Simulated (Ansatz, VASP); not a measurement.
## VN2 in VASP and in Ansatz

```
V N
1.0
    -2.15075    2.15075    2.49135
     2.15075   -2.15075    2.49135
     2.15075    2.15075   -2.49135
V N
2 4
Direct
  0.25000 0.25000 0.00000
  0.75000 0.75000 0.00000
  0.11510 0.61510 0.73020
  0.61510 0.88490 0.50000
  0.88490 0.38490 0.26980
  0.38490 0.11510 0.50000
```

Alike in both runs: task single point; functional PBEsol; k mesh 12 × 12 × 12; occupations gaussian, width 0.1 eV; no spin polarisation.

|  | VASP | Ansatz |
| --- | --- | --- |
| version | VASP 6.6.1 | Ansatz 0.2.0 |
| potentials or method | VASP PAW PBE potentials, release 64 (V_sv, N), cutoff 520 eV | scalar-relativistic, plane waves, PAW |
| valence electrons in the cell | 46 | 46 |

|  | VASP | Ansatz | Ansatz less VASP |
| --- | --- | --- | --- |
| gap on the k mesh at the Fermi level (eV) | none | none | - |
| pressure (GPa) | -10.9 | -11.6 | -0.73 |
| traceless stress, the component that is largest in VASP (GPa) | -0.50 | -0.22 | +0.280 |
| rms of the force components (eV/Å) | 0.179 | 0.217 | +0.0381 |

VASP's potentials were made for PBE, not for PBEsol. Atom by atom the forces differ by 0.038 eV/Å (rms over components). A gap of «none» marks a metal or a gap that the smearing closes.
